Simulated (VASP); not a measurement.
# As2Se (I4_1/amd) in VASP: a series of runs

The runs below take As2Se through single point, with PBEsol+D3(BJ), PBEsol+D4, LDA.

Program: VASP 6.6.1. These are calculated values, not measurements. Logs are shortened: lines on timing, memory, paths and dates and some standing lists are left out, and cuts for length are marked.

## 1. The cell of the first run

Symmetry: I4_1/amd, No. 141, tetragonal system. The conventional cell has a = 6.833 Å, b = 6.833 Å, c = 5.216 Å, α = 90.00°, β = 90.00°, γ = 90.00°. As (site symmetry 2/m) has 2 Se at 2.60 Å and 4 As at 2.75 Å within 3.4 Å. Se (site symmetry -4m2) has 4 As at 2.60 Å within 3.4 Å.

## 2. Single point, PBEsol+D3(BJ)

INCAR reads:

```
SYSTEM = As2Se
  ALGO = Normal
  EDIFF = 1E-6
  ENCUT = 520
  GGA = PS
  ISIF = 2
  ISMEAR = 0
  IVDW = 12
  LASPH = .True.
  LCHARG = .True.
  LELF = .True.
  LREAL = .False.
  LVHAR = .True.
  LWAVE = .False.
  NBANDS = 25
  NELM = 60
  PREC = Accurate
  SIGMA = 0.1
```

KPOINTS reads:

```
k-points
0
Gamma
  8 8 8
  0 0 0
```

POSCAR reads:

```
As2Se
1.0
   -3.4164813340      3.4164813340      2.6077885934
    3.4164813340     -3.4164813340      2.6077885934
    3.4164813340      3.4164813340     -2.6077885934
As Se
4 2
Direct
    0.8750000000      0.1250000000      0.7500000000
    0.3750000000      0.1250000000      0.2500000000
    0.8750000000      0.6250000000      0.7500000000
    0.8750000000      0.1250000000      0.2500000000
    0.5000000000      0.5000000000      0.0000000000
    0.2500000000      0.7500000000      0.5000000000
```

Potentials or basis: VASP PAW PBE potentials, release 64 (As, Se).

The run is started by

```sh
$ cat potpaw_PBE.64/As/POTCAR potpaw_PBE.64/Se/POTCAR > POTCAR
$ mpirun -np 1 vasp_std > vasp.out
```

OUTCAR:

```text
SYSTEM = As2Se
   EDIFF = 1E-6
   ENCUT = 520
   GGA = PS
   ISIF = 2
   ISMEAR = 0
   IVDW = 12
   LASPH = .True.
   LREAL = .False.
   NELM = 60
   PREC = Accurate
 IVDW          = 12

 ion  position               nearest neighbor table
   1  0.875  0.125  0.750-   5 2.60   6 2.60   4 2.75   4 2.75   3 2.75   3 2.75
   2  0.375  0.125  0.250-   5 2.60   6 2.60   3 2.75   4 2.75   4 2.75   3 2.75
   3  0.875  0.625  0.750-   5 2.60   6 2.60   1 2.75   2 2.75   1 2.75   2 2.75
   4  0.875  0.125  0.250-   6 2.60   5 2.60   2 2.75   1 2.75   1 2.75   2 2.75
   5  0.500  0.500  0.000-   4 2.60   2 2.60   3 2.60   1 2.60
   6  0.250  0.750  0.500-   1 2.60   2 2.60   3 2.60   4 2.60

  LATTYP: Found a body centered tetragonal cell.
 ALAT       =     6.8329626680
 C/A-ratio  =     0.7632966021

  Lattice vectors:

 A1 = (  -3.4164813340,   3.4164813340,   2.6077885934)
 A2 = (   3.4164813340,  -3.4164813340,   2.6077885934)
 A3 = (   3.4164813340,   3.4164813340,  -2.6077885934)

Analysis of symmetry for initial positions (statically):
=====================================================================
 Subroutine PRICEL returns:
 Original cell was already a primitive cell.

 Routine SETGRP: Setting up the symmetry group for a
 body centered tetragonal supercell.

 Subroutine GETGRP returns: Found 16 space group operations
 (whereof  8 operations were pure point group operations)
 out of a pool of 16 trial point group operations.

The static configuration has the point symmetry D_2d.
 The point group associated with its full space group is D_4h.

Analysis of symmetry for dynamics (positions and initial velocities):
=====================================================================
 Subroutine PRICEL returns:
 Original cell was already a primitive cell.

 Routine SETGRP: Setting up the symmetry group for a
 body centered tetragonal supercell.

 Subroutine GETGRP returns: Found 16 space group operations
 (whereof  8 operations were pure point group operations)
 out of a pool of 16 trial point group operations.

The dynamic configuration has the point symmetry D_2d.
 The point group associated with its full space group is D_4h.

 Subroutine INISYM returns: Found 16 space group operations
 (whereof  8 operations are pure point group operations),
 and found     1 'primitive' translations

----------------------------------------------------------------------------------------

                                     Primitive cell

[... 102 lines left out ...]
   IBRION =     -1    ionic relax: 0-MD 1-quasi-New 2-CG
   NFREE  =      0    steps in history (QN), initial steepest desc. (CG)
   ISIF   =      2    stress and relaxation
   ISYM   =      2    0-nonsym 1-usesym 2-fastsym
   POTIM  = 0.5000    time-step for ionic-motion
   TEBEG  =    0.0;   TEEND  =   0.0 temperature during run
   PSTRESS=    0.0 pullay stress
   NELECT =      32.0000    total number of electrons
   NUPDOWN=      -1.0000    fix difference up-down
   EMIN   =  10.00;   EMAX   =-10.00  energy-range for DOS
   EFERMI =   0.00;   METHOD = LEGACY
   ISMEAR =     0;   SIGMA  =   0.10  broadening in eV -4-tet -1-fermi 0-gaus
   EFERMI_NEDOS =   21; number of points for ismear=-14 and -15
   IALGO  =     38    algorithm
   IMIX   =      4    mixing-type and parameters
     AMIX     =   0.40;   BMIX     =  1.00
     AMIX_MAG =   1.60;   BMIX_MAG =  1.00
  volume/ion in A,a.u.               =      20.29       136.94
  Fermi-wavevector in a.u.,A,eV,Ry     =   1.048644  1.981649 14.961699  1.099654
  Thomas-Fermi vector in A             =   2.183574
   LORBIT       =      0    0 simple, 1 ext, 2 COOP (PROOUT), +10 PAW based schemes
   GGA     = PS    functional components
   LHFCALC =     F    Hartree Fock is set to
   AEXX    =    0.0000 exact exchange contribution
   IVDW    =    12    specifies the selected vdW correction
   LEPSILON=     F    determine dielectric tensor
   LRPA    =     F    only Hartree local field effects (RPA)
 non-spin polarized calculation
 Gauss-broadening in eV      SIGMA  =   0.10
  energy-cutoff  :      520.00
  volume of cell :      121.76
 maximum number of plane-waves:      3292
 NGX is ok and might be reduce to    42
   NGX = 21   NGY = 21   NGZ = 21

 number of electron      32.0000001 magnetization

 Free energy of the ion-electron system (eV)
  ---------------------------------------------------
  ext. energy  EPLUGINS =         0.00000000
  ---------------------------------------------------
  free energy    TOTEN  =       -27.83903963 eV

  energy without entropy =      -27.82763055  energy(sigma->0) =      -27.83333509

 E-fermi :   5.5834     XC(G=0): -10.4454

 val. band max:        5.5656388382   @ k =  -0.2500   0.2500   0.0000
 cond. band min:       5.5861720277   @ k =   0.5000   0.5000   0.1250
 fundamental gap:      0.0205331896
 Fermi energy:         5.5834494666

 k-point     1 :       0.0000    0.0000    0.0000
  band No.  band energies     occupation
      1     -10.2040      2.00000
      2      -7.6579      2.00000
      3      -5.0190      2.00000
      4      -5.0190      2.00000
      5      -4.9865      2.00000
      6      -3.2497      2.00000
[... 661 lines left out ...]
     24      10.3267      0.00000
     25      11.4984      0.00000

 [... further k-points ...]

------------------------ aborting loop because EDIFF is reached ----------------------------------------

 Edisp (eV)   -2.30251

 E8    (eV) :    -1.4708

  FORCE on cell =-STRESS in cart. coord.  units (eV):
  Direction    XX          YY          ZZ          XY          YZ          ZX
  --------------------------------------------------------------------------------------
  -------------------------------------------------------------------------------------
  Total      -0.13576    -0.13576    -0.05413     0.00000     0.00000     0.00000
  in kB      -1.78646    -1.78646    -0.71231     0.00000     0.00000     0.00000
  external pressure =       -1.43 kB  Pullay stress =        0.00 kB

 VOLUME and BASIS-vectors are now :
 -----------------------------------------------------------------------------
  energy-cutoff  :      520.00
  volume of cell :      121.76
      direct lattice vectors                 reciprocal lattice vectors
    -3.416481334  3.416481334  2.607788593     0.000000000  0.146349402  0.191733333
     3.416481334 -3.416481334  2.607788593     0.146349402  0.000000000  0.191733333
     3.416481334  3.416481334 -2.607788593     0.146349402  0.146349402  0.000000000

 POSITION                                       TOTAL-FORCE (eV/Angst)
 -----------------------------------------------------------------------------------
      0.00000      5.12472      0.65195         0.000000      0.000000     -0.000000
      0.00000      1.70824      0.65195         0.000000      0.000000     -0.000000
      1.70824      3.41648      1.95584         0.000000      0.000000     -0.000000
     -1.70824      3.41648      1.95584         0.000000      0.000000     -0.000000
      0.00000      0.00000      2.60779        -0.000000     -0.000000      0.000000
      3.41648      0.00000      1.30389         0.000000      0.000000     -0.000000
 -----------------------------------------------------------------------------------
    total drift:                               -0.000000      0.000000     -0.000000

  FREE ENERGIE OF THE ION-ELECTRON SYSTEM (eV)
  ---------------------------------------------------
  free  energy   TOTEN  =       -30.1415453012 eV

  energy  without entropy=      -30.1301362167  energy(sigma->0) =      -30.13584076
```

OSZICAR:

```text
N       E                     dE             d eps       ncg     rms          rms(c)
DAV:   1     0.131941922056E+03    0.13194E+03   -0.12920E+04  2950   0.109E+03
DAV:   2    -0.174258886286E+02   -0.14937E+03   -0.13902E+03  3817   0.173E+02
DAV:   3    -0.277830302222E+02   -0.10357E+02   -0.10130E+02  3914   0.469E+01
DAV:   4    -0.279125415988E+02   -0.12951E+00   -0.12913E+00  3449   0.571E+00
DAV:   5    -0.279137002557E+02   -0.11587E-02   -0.11576E-02  3802   0.514E-01    0.700E+00
DAV:   6    -0.278538692084E+02    0.59831E-01   -0.57995E-02  3507   0.126E+00    0.425E+00
DAV:   7    -0.278394903390E+02    0.14379E-01   -0.50466E-02  3358   0.104E+00    0.561E-01
DAV:   8    -0.278389888167E+02    0.50152E-03   -0.17238E-03  3648   0.270E-01    0.105E-01
DAV:   9    -0.278390396801E+02   -0.50863E-04   -0.69479E-04  3351   0.130E-01    0.350E-02
DAV:  10    -0.278390388364E+02    0.84362E-06   -0.11863E-05  3781   0.212E-02    0.111E-02
DAV:  11    -0.278390396306E+02   -0.79418E-06   -0.42748E-06  3229   0.127E-02
   1 F= -.30141545E+02 E0= -.30135841E+02  d E =-.114091E-01
```

Wall time 3.2 min (1 thread of Intel Xeon Platinum 8488C (Sapphire Rapids), shared host); peak memory 0.36 GiB.

What came out:

```
Free energy                : -30.1415 eV
Pressure                   : -0.1 GPa
Band gap on the k mesh     : zero (band 16 reaches 5.85 eV, above the bottom of band 17 at 5.42 eV)
Dispersion energy per atom : -0.384 eV
```

Levels at points of the mesh, in eV from the Fermi level:
```
           k point  band 12  band 13  band 14  band 15  band 16  band 17  band 18  band 19  band 20  band 21
(0.00, 0.00, 0.00)    -3.09    -3.09    -3.06    -3.06    -0.96     2.58     3.17     3.24     3.24     4.28
(0.50, 0.00, 0.00)    -2.70    -1.89    -1.55    -0.57    -0.12     0.18     0.43     1.65     2.53     2.99
(0.50, 0.50, 0.00)    -2.44    -1.54    -1.54    -1.27    -1.27    -0.09    -0.09     1.90     1.90     4.04
(0.50, 0.50, 0.50)    -2.68    -0.83    -0.83    -0.37    -0.37     0.52     0.52     0.52     0.52     2.70
```

Caveat: three body term missing; the PAW data sets were made with another functional, which shifts forces and pressure a little; pairwise dispersion overbinds metals, which lowers pressure and volume.

## 3. Single point, PBEsol+D4

This run uses another cell than the first one, of 20.47 Å³/atom, 1.009 times its volume.

INCAR reads:

```
SYSTEM = As2Se
PREC = Accurate
ENCUT = 520
EDIFF = 1E-6
ISMEAR = 0
SIGMA = 0.1
LREAL = .FALSE.
LASPH = .TRUE.
NELM = 60
ALGO = Normal
ISIF = 2
LWAVE = .FALSE.
LCHARG = .FALSE.
GGA = PS
IVDW = 13
NBANDS = 25
```

KPOINTS reads:

```
regular mesh
0
G
  8 8 8
  0 0 0
```

POSCAR: that of step 2 with these lines changed.

```diff
@@ -2,5 +2,5 @@
 1.0
-   -3.4164813340      3.4164813340      2.6077885934
-    3.4164813340     -3.4164813340      2.6077885934
-    3.4164813340      3.4164813340     -2.6077885934
+   -3.4302197844      3.4302197844      2.6090939676
+    3.4302197844     -3.4302197844      2.6090939676
+    3.4302197844      3.4302197844     -2.6090939676
 As Se
```

Potentials or basis: VASP PAW PBE potentials, release 64 (As, Se).

The run is started by

```sh
$ cat potpaw_PBE.64/As/POTCAR potpaw_PBE.64/Se/POTCAR > POTCAR
$ mpirun -np 1 vasp_std > vasp.out
```

It took 2.9 min on 1 thread of Intel Xeon Platinum 8488C (Sapphire Rapids), shared host; peak memory 0.34 GiB.

The run converged. Its results:

| Quantity | Value |
| --- | --- |
| Free energy | -29.4652 eV |
| Pressure | 0.3 GPa |
| Band gap on the k mesh | zero (band 16 reaches 5.75 eV, above the bottom of band 17 at 5.33 eV) |
| Dispersion energy per atom | -0.268 eV |

Stress tensor (GPa, compression positive):
```
0.22 0.00 0.00
0.00 0.22 0.00
0.00 0.00 0.34
```

Levels at points of the mesh, in eV from the Fermi level:
```
           k point  band 12  band 13  band 14  band 15  band 16  band 17  band 18  band 19  band 20  band 21
(0.00, 0.00, 0.00)    -3.05    -3.05    -3.04    -3.04    -0.98     2.56     3.18     3.21     3.21     4.24
(0.50, 0.00, 0.00)    -2.69    -1.88    -1.55    -0.56    -0.10     0.18     0.45     1.62     2.55     2.99
(0.50, 0.50, 0.00)    -2.42    -1.52    -1.52    -1.26    -1.26    -0.09    -0.09     1.89     1.89     4.00
(0.50, 0.50, 0.50)    -2.65    -0.82    -0.82    -0.37    -0.37     0.48     0.48     0.50     0.50     2.69
```

Caveat: the PAW data sets were made with another functional, which shifts forces and pressure a little; pairwise dispersion overbinds metals, which lowers pressure and volume.

## 4. Single point, LDA

This run uses another cell than the first one, of 20.59 Å³/atom, 1.015 times its volume.

INCAR reads:

```
SYSTEM = As2Se
  ALGO = Normal
  EDIFF = 1E-6
  ENCUT = 520
  GGA = CA
  ISIF = 2
  ISMEAR = 0
  LASPH = .True.
  LCHARG = .False.
  LREAL = .False.
  LWAVE = .False.
  NBANDS = 25
  NELM = 80
  PREC = Accurate
  SIGMA = 0.1
```

KPOINTS reads:

```
k-points
0
Gamma
  8 8 8
  0 0 0
```

POSCAR: that of step 3 with these lines changed.

```diff
@@ -2,5 +2,5 @@
 1.0
-   -3.4302197844      3.4302197844      2.6090939676
-    3.4302197844     -3.4302197844      2.6090939676
-    3.4302197844      3.4302197844     -2.6090939676
+   -3.4466238333      3.4466238333      2.5998191186
+    3.4466238333     -3.4466238333      2.5998191186
+    3.4466238333      3.4466238333     -2.5998191186
 As Se
```

Potentials or basis: VASP PAW LDA potentials, release 64 (As, Se).

The run is started by

```sh
$ cat potpaw_LDA.64/As/POTCAR potpaw_LDA.64/Se/POTCAR > POTCAR
$ mpirun -np 1 vasp_std > vasp.out
```

OUTCAR:

```text
SYSTEM = As2Se
   EDIFF = 1E-6
   ENCUT = 520
   GGA = CA
   ISIF = 2
   ISMEAR = 0
   LASPH = .True.
   LREAL = .False.
   NELM = 80
   PREC = Accurate

 ion  position               nearest neighbor table
   1  0.875  0.125  0.750-   5 2.60   6 2.60   4 2.76   4 2.76   3 2.76   3 2.76
   2  0.375  0.125  0.250-   5 2.60   6 2.60   3 2.76   4 2.76   4 2.76   3 2.76
   3  0.875  0.625  0.750-   5 2.60   6 2.60   1 2.76   2 2.76   1 2.76   2 2.76
   4  0.875  0.125  0.250-   6 2.60   5 2.60   2 2.76   1 2.76   1 2.76   2 2.76
   5  0.500  0.500  0.000-   2 2.60   3 2.60   4 2.60   1 2.60
   6  0.250  0.750  0.500-   2 2.60   3 2.60   1 2.60   4 2.60

  LATTYP: Found a body centered tetragonal cell.
 ALAT       =     6.8932476666
 C/A-ratio  =     0.7543089250

  Lattice vectors:

 A1 = (  -3.4466238333,   3.4466238333,   2.5998191186)
 A2 = (   3.4466238333,  -3.4466238333,   2.5998191186)
 A3 = (   3.4466238333,   3.4466238333,  -2.5998191186)

Analysis of symmetry for initial positions (statically):
=====================================================================
 Subroutine PRICEL returns:
 Original cell was already a primitive cell.

[... 179 lines left out ...]

 E-fermi :   5.5489     XC(G=0): -10.4318

 val. band max:        5.5371613370   @ k =   0.5000   0.5000   0.1250
 cond. band min:       5.5519256180   @ k =   0.5000   0.1250   0.0000
 fundamental gap:      0.0147642810
 Fermi energy:         5.5489047437

 k-point     1 :       0.0000    0.0000    0.0000
  band No.  band energies     occupation
      1     -10.1063      2.00000
      2      -7.6569      2.00000
      3      -5.0579      2.00000
      4      -5.0579      2.00000
      5      -4.9745      2.00000
      6      -3.2971      2.00000
[... 661 lines left out ...]
     24      10.1784      0.00000
     25      11.5186      0.00000

 [... further k-points ...]
[... 5 lines left out ...]
  --------------------------------------------------------------------------------------
  -------------------------------------------------------------------------------------
  Total        0.1727013      0.1727013      0.3141011      0.0000000      0.0000000      0.0000000
  in kB        2.2398311      2.2398311      4.0737006      0.0000000      0.0000000      0.0000000
  external PRESSURE =       2.8511210 kB  Pullay stress =       0.0000000 kB

 VOLUME and BASIS-vectors are now :
 -----------------------------------------------------------------------------
  energy-cutoff  :      520.00
  volume of cell :      123.54
      direct lattice vectors                 reciprocal lattice vectors
    -3.446623833  3.446623833  2.599819119     0.000000000  0.145069501  0.192321072
     3.446623833 -3.446623833  2.599819119     0.145069501  0.000000000  0.192321072
     3.446623833  3.446623833 -2.599819119     0.145069501  0.145069501  0.000000000

 POSITION                                       TOTAL-FORCE (eV/Angst)
 -----------------------------------------------------------------------------------
     -0.00000      5.16994      0.64995         0.000000      0.000000     -0.000000
      0.00000      1.72331      0.64995         0.000000      0.000000     -0.000000
      1.72331      3.44662      1.94986         0.000000      0.000000     -0.000000
     -1.72331      3.44662      1.94986         0.000000      0.000000     -0.000000
      0.00000      0.00000      2.59982        -0.000000     -0.000000      0.000000
      3.44662      0.00000      1.29991         0.000000      0.000000     -0.000000
 -----------------------------------------------------------------------------------
    total drift:                               -0.000000      0.000000     -0.000000

  FREE ENERGIE OF THE ION-ELECTRON SYSTEM (eV)
  ---------------------------------------------------
  free  energy   TOTEN  =       -29.6276881402 eV

  energy  without entropy=      -29.6164837367  energy(sigma->0) =      -29.62208594
```

OSZICAR:

```text
N       E                     dE             d eps       ncg     rms          rms(c)
DAV:   1     0.133091505486E+03    0.13309E+03   -0.12945E+04  2950   0.110E+03
DAV:   2    -0.185978468035E+02   -0.15169E+03   -0.14157E+03  3850   0.174E+02
DAV:   3    -0.295842790441E+02   -0.10986E+02   -0.10722E+02  3874   0.482E+01
DAV:   4    -0.297286025140E+02   -0.14432E+00   -0.14393E+00  3401   0.605E+00
DAV:   5    -0.297300374226E+02   -0.14349E-02   -0.14332E-02  3830   0.572E-01    0.720E+00
DAV:   6    -0.296477710630E+02    0.82266E-01   -0.80122E-02  3444   0.147E+00    0.437E+00
DAV:   7    -0.296286153070E+02    0.19156E-01   -0.60221E-02  3377   0.111E+00    0.695E-01
DAV:   8    -0.296276646547E+02    0.95065E-03   -0.21096E-03  3508   0.294E-01    0.113E-01
DAV:   9    -0.296276859442E+02   -0.21290E-04   -0.80429E-04  3234   0.144E-01    0.436E-02
DAV:  10    -0.296276871798E+02   -0.12356E-05   -0.14780E-05  3853   0.209E-02    0.146E-02
DAV:  11    -0.296276881402E+02   -0.96034E-06   -0.20521E-06  2403   0.965E-03
   1 F= -.29627688E+02 E0= -.29622086E+02  d E =-.112044E-01
```

Wall time 4.3 min (1 thread of Intel Xeon Platinum 8488C (Sapphire Rapids), shared host); peak memory 0.3 GiB.

Results:

```
Free energy            : -29.6277 eV
Pressure               : 0.3 GPa
Band gap on the k mesh : zero (band 16 reaches 5.82 eV, above the bottom of band 17 at 5.39 eV)
```

## 5. Summary

| level | potentials or basis | cell | gap on the mesh (eV) | pressure (GPa) |
| --- | --- | --- | --- | --- |
| PBEsol+D3(BJ) | VASP PAW PBE potentials, release 64 (As, Se) | a = 5.490 Å, angles 103.0, 103.0, 123.3°, 6 atoms | none | -0.1 |
| PBEsol+D4 | VASP PAW PBE potentials, release 64 (As, Se) | a = 5.508 Å, angles 103.0, 103.0, 123.5°, 6 atoms | none | 0.3 |
| LDA | VASP PAW LDA potentials, release 64 (As, Se) | a = 5.524 Å, angles 102.8, 102.8, 123.9°, 6 atoms | none | 0.3 |

Alike in all rows: task single point; no spin polarisation; k mesh 8 × 8 × 8; cutoff (eV) 520; smearing gaussian 0.1 eV.

Caveats: the PAW data sets were made with another functional, which shifts forces and pressure a little (some runs); pairwise dispersion overbinds metals, which lowers pressure and volume (some runs); three body term missing (some runs).

Absolute energies hang on the potentials; compare differences alone.
